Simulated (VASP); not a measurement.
NdScSb2:

```
Nd Sc Sb
1.0
     4.01157    0.00000    0.00000
     0.00000    4.01157    0.00000
     0.00000    0.00000    6.51880
Nd Sc Sb
1 1 2
Direct
  0.50000 0.50000 0.00000
  0.50000 0.50000 0.50000
  0.00000 0.00000 0.73552
  0.00000 0.00000 0.26448
```

The cell was built from a structure type or drawn by symmetry, and may not be a known phase.

| Item | Value |
| --- | --- |
| Program | VASP 6.6.1 |
| Task | relaxation of cell and atoms |
| Functional | PBE |
| Potentials or basis | VASP PAW PBE potentials, release 64 (Nd_3, Sc_sv, Sb), 4f in core |
| Cutoff | 500 eV |
| k mesh | 12 × 12 × 8 |
| Occupations | gaussian, width 0.1 eV |
| Spin | no spin polarisation |

At the start: pressure 0.3 GPa; volume 26.23 Å³/atom.

Q: Where does the relaxation end?

A: Over 7 steps the energy falls by 2.3 meV/atom and the volume is 26.33 Å³/atom (+0.4 %); space group P4/mmm (No. 123, to 0.1 Å) before and after.

Step by step:
| step | energy change (eV) | largest force (eV/Å) | pressure (GPa) | volume (Å³) |
| --- | --- | --- | --- | --- |
| 1 | 0.0000 | 0.0175 | 0.30 | 104.91 |
| 2 | -0.0072 | 0.0537 | -0.18 | 105.65 |
| 3 | -0.0076 | 0.0635 | -0.32 | 105.88 |
| 4 | -0.0086 | 0.0543 | 0.10 | 105.17 |
| 5 | -0.0086 | 0.0551 | 0.06 | 105.24 |
| 6 | -0.0089 | 0.0290 | 0.03 | 105.28 |
| 7 | -0.0090 | 0.0020 | 0.00 | 105.33 |

Final structure:
```
CELL_PARAMETERS angstrom
3.98627 0.00000 0.00000
0.00000 3.98627 0.00000
0.00000 0.00000 6.62837
ATOMIC_POSITIONS crystal
Nd 0.50000 0.50000 0.00000
Sc 0.50000 0.50000 0.50000
Sb 0.00000 0.00000 0.73377
Sb 0.00000 0.00000 0.26623
```
